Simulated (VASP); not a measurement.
Write the native input for VASP 6.6.1 that does the following.

* Task: single point
* Functional: PBE
* Potentials or basis: VASP PAW PBE potentials, release 64 (Pt)
* Cutoff: 520 eV
* k mesh: 14 × 14 × 10
* Occupations: fermi-dirac, width 0.1 eV
* Spin: no spin polarisation
* Dipole correction: no
* Further INCAR settings: ALGO = Normal; EDIFF = 1e-06; NBANDS = 17

The structure of Pt lies in POSCAR:

```
Pt
1.0
   -2.2195358839      2.5884480650      1.3918224275
    2.5884480650     -2.2195358839      1.3918224275
    2.7009251205      2.7009251205     -0.7161590921
Pt
2
Direct
    0.0160877053      0.9839122947      0.0000000000
    0.7339122947      0.2660877053      0.5000000000
```

One way to write it, as run:

INCAR

```
SYSTEM = Pt
PREC = Accurate
ENCUT = 520
EDIFF = 1E-6
ISMEAR = -1
SIGMA = 0.1
LREAL = .FALSE.
LASPH = .TRUE.
NELM = 60
ALGO = Normal
ISIF = 2
LWAVE = .FALSE.
LCHARG = .FALSE.
GGA = PE
NBANDS = 17
```

KPOINTS

```
Automatic mesh
0
G
  14 14 10
  0 0 0
```

Potentials or basis: VASP PAW PBE potentials, release 64 (Pt).

The run is started by

```bash
$ cat potpaw_PBE.64/Pt/POTCAR > POTCAR
$ mpirun -np 1 vasp_std > vasp.out
```

Results of the run:

- Pressure: -18.6 GPa
- Largest force: 0.053 eV/Å
- Band gap on the k mesh: zero (bands 10 and 11 overlap by 1.07 eV)

Caveat: the cell stands under tension; spin-orbit coupling is left out, which moves the levels of the heavy elements.

Wall time 110 s on 1 thread of Intel(R) Xeon(R) 6975P-C (Granite Rapids), on a shared host, peak memory 0.38 GiB.
